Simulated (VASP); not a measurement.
Input of a VASP 6.6.1 run:

The input INCAR:

```
SYSTEM = Au
PREC = Accurate ; ENCUT = 520
EDIFF = 1E-6 ; ISMEAR = 0
SIGMA = 0.1 ; LREAL = .False.
LASPH = .True. ; NELM = 100
ALGO = Fast ; ISIF = 2
LWAVE = .False. ; LCHARG = .False.
GGA = PE ; NBANDS = 18
```

KPOINTS

```
regular mesh
0
Gamma
  16 16 16
  0 0 0
```

File POSCAR:

```
Au
1.0
    3.1692566768      0.0000000000      0.0000000000
    0.0000000000      3.3343221287      0.0000000000
    0.0000000000      0.0000000000      3.3343221287
Au
2
Direct
    0.0000000000      0.0000000000      0.0000000000
    0.5000000000      0.5000000000      0.5000000000
```

Potentials or basis: VASP PAW PBE potentials, release 64 (Au).

The run is started by

```sh
$ cat potpaw_PBE.64/Au/POTCAR > POTCAR
$ mpirun -np 1 vasp_std > vasp.out
```

Q: Estimate the pressure.

A: 3.2 GPa.

Q: What does it give for the band gap on the k mesh?

A: Zero (band 11 reaches 11.99 eV, above the bottom of band 12 at 6.82 eV).

Stress tensor (GPa, compression positive):
```
2.85 0.00 0.00
0.00 3.39 0.00
0.00 0.00 3.39
```

Caveat: the cell differs from its parent crystal (uniaxial strain along a: -4.0 %); spin-orbit coupling is left out, which moves the levels of the heavy elements.
